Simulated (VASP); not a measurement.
The system is RbVO2.

```
Rb V O
1.0
     3.85099    0.00000    0.00000
     0.00000    3.85099    0.00000
     0.00000    0.00000    6.17251
Rb V O
1 1 2
Direct
  0.00000 0.00000 0.50000
  0.50000 0.50000 0.00000
  0.00000 0.00000 0.86210
  0.00000 0.00000 0.13790
```

The cell was generated, and may not be a known phase.

```yaml
Program: VASP 6.6.1
Task: relaxation of cell and atoms
Functional: PBE
Potentials_or_basis: VASP PAW PBE potentials, release 64 (Rb_sv, V_sv, O)
Cutoff: 600 eV
k_mesh: 4 × 4 × 4
Occupations: gaussian, width 0.1 eV
Spin: collinear spin, ferromagnetic start
Starting_moments: "[0.0, 2.0, 0.0, 0.0] μB"
```

At the start: pressure -2.8 GPa; volume 22.88 Å³/atom.

**Question.** Where does the relaxation end?

**Answer.** Over 17 steps the energy falls by 1376.4 meV/atom and the volume is 13.41 Å³/atom (-41.4 %); space group P4/mmm (No. 123, to 0.1 Å) before and after; moment 0.00 μB per cell.

The path:
```csv
step,energy change (eV),largest force (eV/Å),pressure (GPa),volume (Å³)
1,0.0000,3.3083,-2.82,91.54
2,-1.3695,0.1576,-4.02,85.81
3,-1.4402,1.7714,-2.76,84.34
4,-1.8363,0.6199,-3.22,77.95
5,-3.1599,4.5103,-2.18,69.72
6,-4.0581,1.0978,19.21,52.55
7,-4.3371,4.8213,-5.08,62.60
8,-4.7665,2.9070,2.08,57.58
9,-4.3925,1.9729,0.59,55.58
10,-4.8978,0.9352,0.96,56.96
11,-5.3009,0.7335,-3.93,57.13
12,-5.4247,0.4362,-6.14,57.12
13,-5.4743,0.2917,1.21,53.11
14,-5.4905,0.0107,-1.46,54.37
15,-5.5009,0.1661,0.18,53.66
16,-5.5053,0.1093,-0.43,53.91
17,-5.5057,0.0385,0.30,53.65
```

Final structure:
```yaml
crystal:
  lattice:
    - [2.71038, 0.00000, 0.00000]
    - [0.00000, 2.71038, 0.00000]
    - [0.00000, 0.00000, 7.30323]
  atoms:
    - { symbol: Rb, position: [0.00000, 0.00000, 0.50000] }
    - { symbol: V, position: [0.50000, 0.50000, 0.00000] }
    - { symbol: O, position: [0.00000, 0.00000, 0.84697] }
    - { symbol: O, position: [0.00000, 0.00000, 0.15303] }
```

Caveat: the volume moved by over 15 % at a fixed basis, so the end points are rough; the moments typed at the start vanished in this run.
